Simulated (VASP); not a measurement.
Set up this calculation in VASP 6.6.1, as the native input.

- Task: single point
- Functional: LDA
- Potentials or basis: VASP PAW LDA potentials, release 64 (Cu)
- Cutoff: 520 eV
- k mesh: 26 × 26 × 26
- Occupations: methfessel-paxton, width 0.1 eV
- Spin: no spin polarisation
- Dipole correction: no
- Further INCAR settings: ALGO = Normal; EDIFF = 1e-07; NBANDS = 12

The structure of Cu lies in POSCAR:

```
Cu
1.0
    0.0000000000      1.7589818851      1.7589818851
    1.7589818851      0.0000000000      1.7589818851
    1.7589818851      1.7589818851      0.0000000000
Cu
1
Direct
    0.0000000000      0.0000000000      0.0000000000
```

These files were run (other wordings do the same):

INCAR

```
SYSTEM = Cu
  PREC = Accurate
  ENCUT = 520
  EDIFF = 1E-7
  ISMEAR = 1
  SIGMA = 0.1
  LREAL = .False.
  LASPH = .True.
  NELM = 100
  ALGO = Normal
  ISIF = 2
  LWAVE = .False.
  LCHARG = .True.
  LELF = .True.
  LVHAR = .True.
  NBANDS = 12
```

KPOINTS

```
regular mesh
0
Gamma
  26 26 26
  0 0 0
```

Potentials or basis: VASP PAW LDA potentials, release 64 (Cu).

The run is started by

```console
$ cat potpaw_LDA.64/Cu/POTCAR > POTCAR
$ mpirun -np 1 vasp_std > vasp.out
```

Results of the run:

```json
{"Pressure": "0.9 GPa", "Band gap on the k mesh": "zero (an odd number of electrons rules out a gap without spin polarisation)"}
```

Run time: 92 s on 1 thread of Intel Xeon 8259CL, with other jobs on the host, peak memory 0.18 GiB.
